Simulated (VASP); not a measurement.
Set up this calculation in VASP 6.6.1, as the native input.

```yaml
Task: single point
Functional: LDA
Potentials_or_basis: VASP PAW LDA potentials, release 64 (W_sv, C)
Cutoff: 520 eV
k_mesh: 13 × 13 × 13
Occupations: methfessel-paxton, width 0.2 eV
Spin: no spin polarisation
Dipole_correction: no
Further_INCAR_settings: ALGO = Normal; EDIFF = 1e-06; NBANDS = 16
```

The structure of WC lies in POSCAR:

```
WC
1.0
    0.0000000000      2.1926840000      2.1926840000
    2.1926840000      0.0000000000      2.1926840000
    2.1926840000      2.1926840000      0.0000000000
W C
1 1
Direct
    0.0000000000      0.0000000000      0.0000000000
    0.5000000000      0.5000000000      0.5000000000
```

The input as run:

INCAR

```
PREC = Accurate ; ENCUT = 520
EDIFF = 1E-6 ; ISMEAR = 1
SIGMA = 0.2 ; LREAL = F
LASPH = T ; NELM = 60
ALGO = Normal ; ISIF = 2
LWAVE = F ; LCHARG = F
NBANDS = 16
```

KPOINTS

```
Automatic mesh
0
Gamma
  13 13 13
```

Potentials or basis: VASP PAW LDA potentials, release 64 (W_sv, C).

Launch:

```bash
$ cat potpaw_LDA.64/W_sv/POTCAR potpaw_LDA.64/C/POTCAR > POTCAR
$ mpirun -np 1 vasp_std > vasp.out
```

It gave:

```yaml
Pressure: -14.0 GPa
Band_gap_on_the_k_mesh: zero (band 9 reaches 13.22 eV, above the bottom of band 10 at 10.18 eV)
```

Caveat: spin-orbit coupling is left out, which moves the levels of the heavy elements.

Wall time 13 s on 1 thread of Intel Xeon 6975P-C (shared host), peak memory 0.15 GiB.
